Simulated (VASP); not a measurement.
Here is a VASP 6.6.1 calculation.

File INCAR:

```
PREC = Accurate
ENCUT = 500
EDIFF = 1E-6
ISMEAR = 0
SIGMA = 0.01
LREAL = F
LASPH = T
NELM = 120
ALGO = Normal
ISIF = 2
LWAVE = F
LCHARG = T
GGA = PS
LELF = T
LVHAR = T
NBANDS = 16
GGA_COMPAT = F
```

KPOINTS

```
regular mesh
0
Gamma
  4 4 4
```

Contents of POSCAR:

```
CdSe
1.0
    0.0000000000      3.0714838884      2.9960753171
    3.0714838884      0.0000000000      2.9960753171
    3.0714838884      3.0714838884      0.0000000000
Cd Se
1 1
Direct
    0.0000000000      0.0000000000      0.0000000000
    0.2500000000      0.2500000000      0.2500000000
```

Potentials or basis: VASP PAW PBE potentials, release 64 (Cd, Se).

Command:

```console
$ cat potpaw_PBE.64/Cd/POTCAR potpaw_PBE.64/Se/POTCAR > POTCAR
$ mpirun -np 1 vasp_std > vasp.out
```

(1) Predict the band gap on the k mesh.

(2) Estimate the pressure.

Results:

(1) 0.40 eV, direct.

(2) 0.3 GPa.

Caveat: the k points lie up to 0.45 Å⁻¹ apart; the PAW data sets were made with another functional, which shifts forces and pressure a little.
